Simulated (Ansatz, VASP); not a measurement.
# One calculation of SnTe, two programs

```
CELL_PARAMETERS angstrom
0.00000 3.65867 3.65867
3.65867 0.00000 3.65867
3.65867 3.65867 0.00000
ATOMIC_POSITIONS crystal
Te 0.25000 0.25000 0.25000
Sn 0.00000 0.00000 0.00000
```

Alike in both runs: task single point; functional LDA; k mesh 7 × 7 × 7; occupations fermi-dirac, width 0.05 eV; no spin polarisation.

|  | VASP | Ansatz |
| --- | --- | --- |
| version | VASP 6.6.1 | Ansatz 0.2.0 |
| potentials or method | VASP PAW LDA potentials, release 64 (Te, Sn_d) | Ansatz PAW |
| plane-wave cutoff (eV) | 520 | 420 |
| valence electrons in the cell | 20 | 30 |

VASP gave:

| Property | Result |
| --- | --- |
| gap on the k mesh at the Fermi level (eV) | 0.33 |
| least direct gap on the mesh (eV) | 0.79 |
| pressure (GPa) | -2.9 |

Q: What did Ansatz give for the same quantities?

A: gap on the k mesh at the Fermi level (eV): 0.34; least direct gap on the mesh (eV): 0.80; pressure (GPa): -2.9.

LDA's correlation is that of Perdew and Zunger in VASP and of Perdew and Wang (1992) in Ansatz. VASP's potentials hold 20 valence electrons a cell and Ansatz's 30, so a difference there can come from the potentials and not from the codes.

Neither program's run includes spin-orbit coupling. Noted on Ansatz's run: odd divisions of the mesh miss points on the zone boundary, where band edges often lie, so the gap on the mesh can be too wide.
